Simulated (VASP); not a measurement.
# Ge (Fddd) in VASP: notebook

Ge is run at these levels: PBE; tasks: single point, relaxation of cell and atoms.

All numbers are computed with VASP 6.6.1; they aren't measurements. Logs are shortened: lines on timing, memory, paths and dates and some standing lists are left out, and cuts for length are marked.

### Step 1. The cell of the first run

It takes space group Fddd (No. 70, orthorhombic). Conventional cell: a = 3.461 Å, b = 7.209 Å, c = 7.786 Å, α = 90.00°, β = 90.00°, γ = 90.00°. Ge (site symmetry 222) has 10 Ge at 2.79 to 3.71 Å within 3.8 Å.

The cell was generated, and may not be a known phase.

### Step 2. Single point, PBE

The input, INCAR:

```
SYSTEM = Ge
ALGO = Normal ; EDIFF = 1E-6
ENCUT = 520 ; GGA = PE
ISIF = 2 ; ISMEAR = 0
LASPH = .TRUE. ; LCHARG = .FALSE.
LREAL = .FALSE. ; LWAVE = .FALSE.
NBANDS = 21 ; NELM = 100
PREC = Accurate ; SIGMA = 0.1
```

The input, KPOINTS:

```
k-points
0
G
  6 6 6
  0 0 0
```

The input, POSCAR:

```
Ge
1.0
    0.0000000000      3.6044587500      3.8930590300
    1.7303109700      0.0000000000      3.8930590300
    1.7303109700      3.6044587500      0.0000000000
Ge
2
Direct
    0.2500000000      0.2500000000      0.2500000000
    0.0000000000      0.0000000000      0.0000000000
```

Potentials or basis: VASP PAW PBE potentials, release 64 (Ge_d).

The run is started by

```console
$ cat potpaw_PBE.64/Ge_d/POTCAR > POTCAR
$ mpirun -np 1 vasp_std > vasp.out
```

OUTCAR:

```text
SYSTEM = Ge
   EDIFF = 1E-6
   ENCUT = 520
   GGA = PE
   ISIF = 2
   ISMEAR = 0
   LASPH = .TRUE.
   LREAL = .FALSE.
   NELM = 100
   PREC = Accurate

 ion  position               nearest neighbor table
   1  0.250  0.250  0.250-   2 2.79   2 2.79   2 2.79   2 2.79
   2  0.000  0.000  0.000-   1 2.79   1 2.79   1 2.79   1 2.79

  LATTYP: Found a face centered orthorhombic cell.
 ALAT       =     3.4606219400
 B/A-ratio  =     2.0831277224
 C/A-ratio  =     2.2499187126

  Lattice vectors:

 A1 = (   0.0000000000,   3.6044587500,   3.8930590300)
 A2 = (   1.7303109700,   0.0000000000,   3.8930590300)
 A3 = (   1.7303109700,   3.6044587500,   0.0000000000)

Analysis of symmetry for initial positions (statically):
=====================================================================
 Subroutine PRICEL returns:
 Original cell was already a primitive cell.

 Routine SETGRP: Setting up the symmetry group for a
 face centered orthorhombic supercell.

 Subroutine GETGRP returns: Found  8 space group operations
 (whereof  4 operations were pure point group operations)
 out of a pool of  8 trial point group operations.

The static configuration has the point symmetry D_2 .
 The point group associated with its full space group is D_2h.

Analysis of symmetry for dynamics (positions and initial velocities):
=====================================================================
 Subroutine PRICEL returns:
 Original cell was already a primitive cell.

 Routine SETGRP: Setting up the symmetry group for a
 face centered orthorhombic supercell.

 Subroutine GETGRP returns: Found  8 space group operations
 (whereof  4 operations were pure point group operations)
 out of a pool of  8 trial point group operations.

The dynamic configuration has the point symmetry D_2 .
 The point group associated with its full space group is D_2h.

 Subroutine INISYM returns: Found  8 space group operations
 (whereof  4 operations are pure point group operations),
 and found     1 'primitive' translations

----------------------------------------------------------------------------------------

                                     Primitive cell

  volume of cell :      48.5607

  direct lattice vectors                    reciprocal lattice vectors
     0.000000000  3.604458750  3.893059030    -0.288965399  0.138717082  0.128433706
     1.730310970  0.000000000  3.893059030     0.288965399 -0.138717082  0.128433706
     1.730310970  3.604458750  0.000000000     0.288965399  0.138717082 -0.128433706

  length of vectors
     5.305471844  4.260268145  3.998261989     0.345309495  0.345309495  0.345309495

  position of ions in fractional coordinates (direct lattice)
     0.250000000  0.250000000  0.250000000
     0.000000000  0.000000000  0.000000000

  ion indices of the primitive-cell ions
   primitive index   ion index
                 1           1
                 2           2

----------------------------------------------------------------------------------------

 KPOINTS: k-points

Automatic generation of k-mesh.
 Grid dimensions read from file:
 generate k-points for:    6    6    6

 Generating k-lattice:

  Cartesian coordinates                     Fractional coordinates (reciprocal lattice)
    -0.048160900  0.023119514  0.021405618     0.166666667  0.000000000 -0.000000000
     0.048160900 -0.023119514  0.021405618     0.000000000  0.166666667  0.000000000
     0.048160900  0.023119514 -0.021405618    -0.000000000  0.000000000  0.166666667

  Length of vectors
     0.057551583  0.057551583  0.057551583

  Shift w.r.t. Gamma in fractional coordinates (k-lattice)
     0.000000000  0.000000000  0.000000000

 Subroutine IBZKPT returns following result:
 ===========================================

 Found     46 irreducible k-points:

 Following reciprocal coordinates:
            Coordinates               Weight
  0.000000  0.000000  0.000000      1.000000
  0.166667  0.000000  0.000000      8.000000
  0.333333  0.000000  0.000000      8.000000
  0.500000 -0.000000 -0.000000      4.000000
  0.166667  0.166667  0.000000      2.000000
  0.333333  0.166667  0.000000      8.000000
[... 16 lines left out ...]
 -0.166667  0.166667  0.166667      8.000000
  0.500000  0.333333  0.166667      4.000000
 [... further k-points ...]
   k-points           NKPTS =     46   k-points in BZ     NKDIM =     46   number of bands    NBANDS=     21
   number of dos      NEDOS =    301   number of ions     NIONS =      2
   total plane-waves  NPLWV =  38400
   dimension x,y,z NGX =    40 NGY =   32 NGZ =   30
   dimension x,y,z NGXF=    80 NGYF=   64 NGZF=   60
   ions per type =               2
   NGX,Y,Z   is equivalent  to a cutoff of  12.53, 12.49, 12.47 a.u.
   NGXF,Y,Z  is equivalent  to a cutoff of  25.07, 24.97, 24.95 a.u.
 SYSTEM =  Ge
   PREC   = accura    normal or accurate (medium, high low for compatibility)
   ISTART =      0    job   : 0-new  1-cont  2-samecut
   ICHARG =      2    charge: 1-file 2-atom 10-const
   ISPIN  =      1    spin polarized calculation?
   LNONCOLLINEAR =      F non collinear calculations
   LSORBIT =      F    spin-orbit coupling
   LASPH  =      T    aspherical Exc in radial PAW
   ENCUT  =  520.0 eV  38.22 Ry    6.18 a.u.   9.86  7.92  7.43*2*pi/ulx,y,z
   NELM   =    100;   NELMIN=  2; NELMDL= -5     # of ELM steps
   EDIFF  = 0.1E-05   stopping-criterion for ELM
   LREAL  =      F    real-space projection
   EDIFFG = 0.1E-04   stopping-criterion for IOM
   NSW    =      0    number of steps for IOM
   IBRION =     -1    ionic relax: 0-MD 1-quasi-New 2-CG
   NFREE  =      0    steps in history (QN), initial steepest desc. (CG)
   ISIF   =      2    stress and relaxation
   ISYM   =      2    0-nonsym 1-usesym 2-fastsym
   POTIM  = 0.5000    time-step for ionic-motion
   TEBEG  =    0.0;   TEEND  =   0.0 temperature during run
   PSTRESS=    0.0 pullay stress
   NELECT =      28.0000    total number of electrons
   NUPDOWN=      -1.0000    fix difference up-down
   EMIN   =  10.00;   EMAX   =-10.00  energy-range for DOS
   EFERMI =   0.00;   METHOD = LEGACY
   ISMEAR =     0;   SIGMA  =   0.10  broadening in eV -4-tet -1-fermi 0-gaus
   EFERMI_NEDOS =   21; number of points for ismear=-14 and -15
   IALGO  =     38    algorithm
   IMIX   =      4    mixing-type and parameters
     AMIX     =   0.40;   BMIX     =  1.00
     AMIX_MAG =   1.60;   BMIX_MAG =  1.00
  volume/ion in A,a.u.               =      24.28       163.85
  Fermi-wavevector in a.u.,A,eV,Ry     =   1.362592  2.574925 25.261344  1.856656
  Thomas-Fermi vector in A             =   2.489068
   LORBIT       =      0    0 simple, 1 ext, 2 COOP (PROOUT), +10 PAW based schemes
   GGA     = PE    functional components
   LHFCALC =     F    Hartree Fock is set to
   AEXX    =    0.0000 exact exchange contribution
   IVDW    =     0    specifies the selected vdW correction
   LEPSILON=     F    determine dielectric tensor
   LRPA    =     F    only Hartree local field effects (RPA)
 non-spin polarized calculation
 Gauss-broadening in eV      SIGMA  =   0.10
  energy-cutoff  :      520.00
  volume of cell :       48.56
 maximum number of plane-waves:      1330
   NGX = 19   NGY = 15   NGZ = 15

 number of electron      28.0000005 magnetization

 Free energy of the ion-electron system (eV)
  ---------------------------------------------------
  ext. energy  EPLUGINS =         0.00000000
  ---------------------------------------------------
  free energy    TOTEN  =        -8.20482185 eV

  energy without entropy =       -8.20016939  energy(sigma->0) =       -8.20249562

 E-fermi :   4.1389     XC(G=0):  -9.9898

 val. band max:        4.0009591305   @ k =   0.5000   0.0000   0.1667
 cond. band min:       4.1457246361   @ k =   0.3333   0.0000   0.0000
 fundamental gap:      0.1447655056
 Fermi energy:         4.1389047317

 k-point     1 :       0.0000    0.0000    0.0000
  band No.  band energies     occupation
      1     -20.4630      2.00000
      2     -20.4253      2.00000
      3     -20.4169      2.00000
      4     -20.4067      2.00000
      5     -20.4021      2.00000
      6     -20.3972      2.00000
[... 13 lines left out ...]
     20      13.4704      0.00000
     21      13.7485      0.00000

 k-point     2 :       0.1667    0.0000    0.0000
  band No.  band energies     occupation
      1     -20.4603      2.00000
      2     -20.4256      2.00000
      3     -20.4170      2.00000
      4     -20.4100      2.00000
      5     -20.3982      2.00000
      6     -20.3904      2.00000
[... 13 lines left out ...]
     20      13.1662      0.00000
     21      14.6604      0.00000

 k-point     3 :       0.3333    0.0000    0.0000
  band No.  band energies     occupation
      1     -20.4542      2.00000
      2     -20.4263      2.00000
      3     -20.4242      2.00000
      4     -20.4078      2.00000
      5     -20.3958      2.00000
      6     -20.3866      2.00000
[... 13 lines left out ...]
     20      12.9063      0.00000
     21      15.5870      0.00000

 k-point     4 :       0.5000   -0.0000   -0.0000
  band No.  band energies     occupation
      1     -20.4478      2.00000
      2     -20.4357      2.00000
      3     -20.4225      2.00000
      4     -20.4073      2.00000
      5     -20.3987      2.00000
      6     -20.3788      2.00000
[... 13 lines left out ...]
     20      14.5350      0.00000
     21      16.0673      0.00000

 k-point     5 :       0.1667    0.1667    0.0000
  band No.  band energies     occupation
      1     -20.4599      2.00000
      2     -20.4329      2.00000
      3     -20.4256      2.00000
      4     -20.4096      2.00000
      5     -20.4021      2.00000
      6     -20.3836      2.00000
[... 13 lines left out ...]
     20      12.8698      0.00000
     21      13.4105      0.00000
[... 382 lines left out ...]
     20      13.7788      0.00000
     21      15.1119      0.00000

 k-point    22 :      -0.3333    0.1667    0.1667
  band No.  band energies     occupation
      1     -20.4447      2.00000
      2     -20.4270      2.00000
      3     -20.4248      2.00000
      4     -20.4036      2.00000
      5     -20.3964      2.00000
      6     -20.3796      2.00000
[... 13 lines left out ...]
     20      15.4397      0.00000
     21      16.5386      0.00000

 k-point    23 :      -0.1667    0.1667    0.1667
  band No.  band energies     occupation
      1     -20.4490      2.00000
      2     -20.4181      2.00000
      3     -20.4085      2.00000
      4     -20.4036      2.00000
      5     -20.3980      2.00000
      6     -20.3888      2.00000
[... 13 lines left out ...]
     20      14.4608      0.00000
     21      16.2940      0.00000

 k-point    24 :       0.5000    0.3333    0.1667
  band No.  band energies     occupation
      1     -20.4435      2.00000
      2     -20.4429      2.00000
      3     -20.4397      2.00000
      4     -20.4082      2.00000
      5     -20.3903      2.00000
      6     -20.3816      2.00000
[... 13 lines left out ...]
     20      13.1411      0.00000
     21      13.3015      0.00000

 [... further k-points ...]

------------------------ aborting loop because EDIFF is reached ----------------------------------------

  FORCE on cell =-STRESS in cart. coord.  units (eV):
  Direction    XX          YY          ZZ          XY          YZ          ZX
  --------------------------------------------------------------------------------------
  -------------------------------------------------------------------------------------
  Total       -2.0802691     -1.6615572     -3.1678944      0.0000000      0.0000000      0.0000000
  in kB      -68.6348839    -54.8202069   -104.5191991      0.0000000      0.0000000      0.0000000
  external PRESSURE =     -75.9914300 kB  Pullay stress =       0.0000000 kB

 VOLUME and BASIS-vectors are now :
 -----------------------------------------------------------------------------
  energy-cutoff  :      520.00
  volume of cell :       48.56
      direct lattice vectors                 reciprocal lattice vectors
     0.000000000  3.604458750  3.893059030    -0.288965399  0.138717082  0.128433706
     1.730310970  0.000000000  3.893059030     0.288965399 -0.138717082  0.128433706
     1.730310970  3.604458750  0.000000000     0.288965399  0.138717082 -0.128433706

 POSITION                                       TOTAL-FORCE (eV/Angst)
 -----------------------------------------------------------------------------------
      0.86516      1.80223      1.94653        -0.000000     -0.000000      0.000000
      0.00000      0.00000      0.00000         0.000000      0.000000     -0.000000
 -----------------------------------------------------------------------------------
    total drift:                               -0.000000     -0.000000      0.000000

  FREE ENERGIE OF THE ION-ELECTRON SYSTEM (eV)
  ---------------------------------------------------
  free  energy   TOTEN  =        -8.2048218457 eV

  energy  without entropy=       -8.2001693882  energy(sigma->0) =       -8.20249562
```

It took 35 s on 1 thread of Intel Xeon Platinum 8259CL at 2.50GHz (Skylake/Cascade Lake), shared host; peak memory 0.19 GiB.

Results:

```yaml
Free_energy: -8.2048 eV
Pressure: -7.6 GPa
Band_gap_on_the_k_mesh: zero (bands 14 and 15 overlap by 4.03 eV)
```

Levels at points of the mesh, in eV from the Fermi level:
```tsv
k point	band 12	band 13	band 14	band 15	band 16	band 17
(0.00, 0.00, 0.00)	-3.48	-1.65	-0.49	4.08	4.23	4.60
(0.50, 0.00, 0.00)	-6.29	-2.25	-1.65	-0.68	2.66	3.16
(0.50, 0.50, 0.00)	-9.03	1.31	1.31	3.00	3.00	4.50
(0.50, 0.00, 0.50)	-8.70	0.69	0.69	1.90	1.90	4.04
(0.00, 0.50, 0.50)	-7.54	-4.20	-4.20	2.40	2.40	9.18
```

Caveat: the k points lie up to 0.36 Å⁻¹ apart, too coarse for converged energies and pressures of a metal.

### Step 3. Relaxation of cell and atoms, PBE

The input, INCAR:

```
SYSTEM = Ge
PREC = Accurate ; ENCUT = 600
EDIFF = 1E-7 ; ISMEAR = 0
SIGMA = 0.1 ; LREAL = .FALSE.
LASPH = .TRUE. ; NELM = 80
ALGO = Normal ; ISIF = 3
LWAVE = .FALSE. ; LCHARG = .FALSE.
GGA = PE ; IBRION = 2
NSW = 90 ; EDIFFG = -0.04
```

The input, KPOINTS:

```
regular mesh
0
G
  6 6 6
  0 0 0
```

POSCAR is that of step 2.

Potentials or basis: VASP PAW PBE potentials, release 64 (Ge_d).

The run is started by

```console
$ cat potpaw_PBE.64/Ge_d/POTCAR > POTCAR
$ mpirun -np 1 vasp_std > vasp.out
```

Wall time 14 min (1 thread of Intel Xeon Platinum 8259CL at 2.50GHz (Skylake/Cascade Lake), shared host); peak memory 0.23 GiB.

It converged, with:

```
Free energy                           : -8.5649 eV
Relaxed volume                        : 19.26 Å³/atom
Relaxed cell                          : a = 5.232 Å, b = 3.966 Å, c = 3.950 Å, α = 82.74°, β = 48.76°, γ = 48.50°
Space group after relaxing (to 0.1 Å) : I4_1/amd (No. 141)
Energy gained by relaxing             : 180.0 meV/atom
Ionic steps                           : 15
Pressure after relaxing               : 0.0 GPa
Band gap on the k mesh                : zero (bands 14 and 15 overlap by 4.41 eV)
```

Stress tensor (GPa, compression positive):
```
 0.14  0.00  0.00
 0.00  0.16  0.00
 0.00  0.00 -0.16
```

The path:
```
step  energy change (eV)  largest force (eV/Å)  pressure (GPa)  volume (Å³)
   1              0.0000                0.0000           -7.54        48.56
   2             -0.2499                0.0000           -0.82        40.95
   3             -0.2525                0.0000            0.22        40.28
   4             -0.2656                0.0000           -0.10        40.19
   5             -0.2737                0.0000           -0.35        40.02
   6             -0.2851                0.0000           -0.22        39.63
   7             -0.3306                0.0000            1.29        38.38
   8             -0.1411                0.0000            8.17        35.45
   9             -0.3445                0.0000            1.43        38.02
  10             -0.3308                0.0000            3.25        36.78
  11             -0.3537                0.0000            1.95        37.52
  12             -0.3546                0.0000            1.48        37.73
  13             -0.3551                0.0000            1.69        37.65
  14             -0.3582                0.0000            0.97        38.00
  15             -0.3600                0.0000            0.05        38.51
```

Final structure:
```xyz
2
Lattice="0.0000 3.6910 3.7082 1.4069 0.0000 3.7082 1.4069 3.6910 0.0000" Properties=species:S:1:pos:R:3 pbc="T T T"
Ge    0.7034    1.8455    1.8541
Ge    0.0000    0.0000    0.0000
```

Levels at points of the mesh, in eV from the Fermi level:
```
           k point  band 11  band 12  band 13  band 14  band 15  band 16  band 17  band 18
(0.00, 0.00, 0.00)   -13.12    -4.45    -2.44    -2.36     3.21     7.11     7.14     7.87
(0.50, 0.00, 0.00)    -8.02    -6.33    -2.82    -2.10    -1.35     2.43     3.30     5.15
(0.50, 0.50, 0.00)   -10.50   -10.50     0.47     0.47     1.64     1.64     7.35     7.35
(0.50, 0.00, 0.50)   -10.48   -10.48     0.41     0.41     1.57     1.57     7.33     7.33
(0.00, 0.50, 0.50)    -8.95    -8.95    -5.80    -5.80     6.07     6.07    10.32    10.32
```

Caveat: the k points lie up to 0.42 Å⁻¹ apart in the final cell, too coarse for converged energies and pressures of a metal; the volume moved by over 15 % at a fixed basis, so the end points are rough.

The gap in the log of VASP goes by the Fermi energy; the results here count the filled bands.